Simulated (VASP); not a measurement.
Crystal: AlN.

```
Al N
1.0
     3.12976    0.00000    0.00000
    -1.56488    2.71045    0.00000
     0.00000    0.00000    5.01740
Al N
2 2
Direct
  0.66710 0.33293 0.50002
  0.33293 0.66710 0.00002
  0.66392 0.33604 0.87998
  0.33604 0.66392 0.37998
```

Base run:

```yaml
Program: VASP 6.6.1
Functional: HSE06
Potentials_or_basis: VASP PAW PBE potentials, release 64 (Al, N)
Cutoff: 520 eV
k_mesh: 7 × 7 × 4
Occupations: fermi-dirac, width 0.01 eV
Spin: no spin polarisation
```

Its results: band gap on the k mesh 5.40 eV; pressure -5.3 GPa; largest force 0.232 eV/Å.

Question: The run is repeated on the same cell with these changes: functional from HSE06 to PBE; cutoff from 520 eV to 600 eV; k mesh from 7 × 7 × 4 to 10 × 10 × 6. What comes out?

Answer: Band gap on the k mesh 4.07 eV; pressure -0.2 GPa; largest force 0.228 eV/Å.

Several settings changed at once.

Caveats: the cell stands under tension (at least some runs); the PAW data sets were made with another functional, which shifts forces and pressure a little (at least some runs).

A k mesh can miss the band edges.
